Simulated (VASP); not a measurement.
Wanted: the native input for a VASP 6.6.1 run.

```
Task                   : single point
Functional             : PBE
Potentials or basis    : VASP PAW PBE potentials, release 64 (Sn_d, O)
Cutoff                 : 520 eV
k mesh                 : 6 × 6 × 6
Occupations            : fermi-dirac, width 0.02 eV
Spin                   : no spin polarisation
Dipole correction      : no
Further INCAR settings : ALGO = Normal; EDIFF = 1e-06; NBANDS = 17
```

The structure of SnO lies in POSCAR:

```
SnO
1.0
    0.0000000000      2.7923109518      2.7923109518
    2.7923109518      0.0000000000      2.7923109518
    2.7923109518      2.7923109518      0.0000000000
Sn O
1 1
Direct
    0.0000000000      0.0000000000      0.0000000000
    0.2500000000      0.2500000000      0.2500000000
```

This cell differs from its parent crystal: volume changed by +6%.

The input as run:

INCAR

```
ALGO = Normal
EDIFF = 1E-6
ENCUT = 520
GGA = PE
ISIF = 2
ISMEAR = -1
LASPH = True
LCHARG = False
LREAL = False
LWAVE = False
NBANDS = 17
NELM = 100
PREC = Accurate
SIGMA = 0.02
```

KPOINTS

```
k-points
0
Gamma
  6 6 6
```

Potentials or basis: VASP PAW PBE potentials, release 64 (Sn_d, O).

Run with:

```console
$ cat potpaw_PBE.64/Sn_d/POTCAR potpaw_PBE.64/O/POTCAR > POTCAR
$ mpirun -np 1 vasp_std > vasp.out
```

Results of the run:

- Pressure: -3.2 GPa
- Band gap on the k mesh: zero (band 10 reaches 4.94 eV, above the bottom of band 11 at 4.80 eV)

Caveat: spin-orbit coupling is left out, which moves the levels of the heavy elements.

It took 18 s on 1 thread of Intel(R) Xeon(R) Platinum 8488C (Sapphire Rapids) (shared host), peak memory 0.17 GiB.
